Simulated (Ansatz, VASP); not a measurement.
## TiPt3 in VASP and in Ansatz

INCAR

```
PREC = Accurate
ENCUT = 500
EDIFF = 1E-6
ISMEAR = -1
SIGMA = 0.05
LREAL = False
LASPH = True
NELM = 120
ALGO = Normal
ISIF = 2
LWAVE = False
LCHARG = True
GGA = PS
LELF = True
LVHAR = True
NBANDS = 29
GGA_COMPAT = False
```

File KPOINTS:

```
Automatic mesh
0
Gamma
  9 9 9
```

File POSCAR:

```
TiPt3
1.0
    3.9734311690      0.0000000000      0.0000000000
    0.0000000000      3.9734311690      0.0000000000
    0.0000000000      0.0000000000      3.9734311690
Ti Pt
1 3
Direct
    0.0000000000      0.0000000000      0.0000000000
    0.0000000000      0.5000000000      0.5000000000
    0.5000000000      0.0000000000      0.5000000000
    0.5000000000      0.5000000000      0.0000000000
```

Input for Ansatz:

```yaml
crystal:
  lattice:
    - [3.973431169, 0.0, 0.0]
    - [0.0, 3.973431169, 0.0]
    - [0.0, 0.0, 3.973431169]
  atoms:
    - { symbol: Ti, position: [0.0, 0.0, 0.0] }
    - { symbol: Pt, position: [0.0, 0.5, 0.5] }
    - { symbol: Pt, position: [0.5, 0.0, 0.5] }
    - { symbol: Pt, position: [0.5, 0.5, 0.0] }
kpoints:
  mp_grid: { grid: [9, 9, 9] }
  band_path:
    path:
      - [0.0, 0.0, 0.0]
      - [0.0, 0.5, 0.0]
      - [0.5, 0.5, 0.0]
      - [0.0, 0.0, 0.0]
      - [0.5, 0.5, 0.5]
      - [0.0, 0.5, 0.0]
      - [0.5, 0.5, 0.5]
      - [0.5, 0.5, 0.0]
    npoints: 5
scf:
  occupations: { method: fermi_dirac, width: 0.05 }
hamiltonian:
  xc: pbesol
  pseudopotentials: { kind: all_electron, lapw: { basis_error: 0.0005 } }
output:
  forces: true
  stress: true
  eigenvalues: true
```

Change from the starting cell: volume scaled by 1.06.

Alike in both runs: task single point; functional PBEsol; k mesh 9 × 9 × 9; occupations fermi-dirac, width 0.05 eV; no spin polarisation.

|  | VASP | Ansatz |
| --- | --- | --- |
| version | VASP 6.6.1 | Ansatz 0.2.0 |
| potentials or method | VASP PAW PBE potentials, release 64 (Ti_sv, Pt), cutoff 500 eV | all-electron LAPW, scalar-relativistic |

```csv
,VASP,Ansatz,Ansatz less VASP
pressure (GPa),-13.2,-13.0,+0.23
```

VASP's potentials were made for PBE, not for PBEsol. Ansatz ran all-electron here, and VASP with PAW potentials.

Spin-orbit coupling is off throughout.
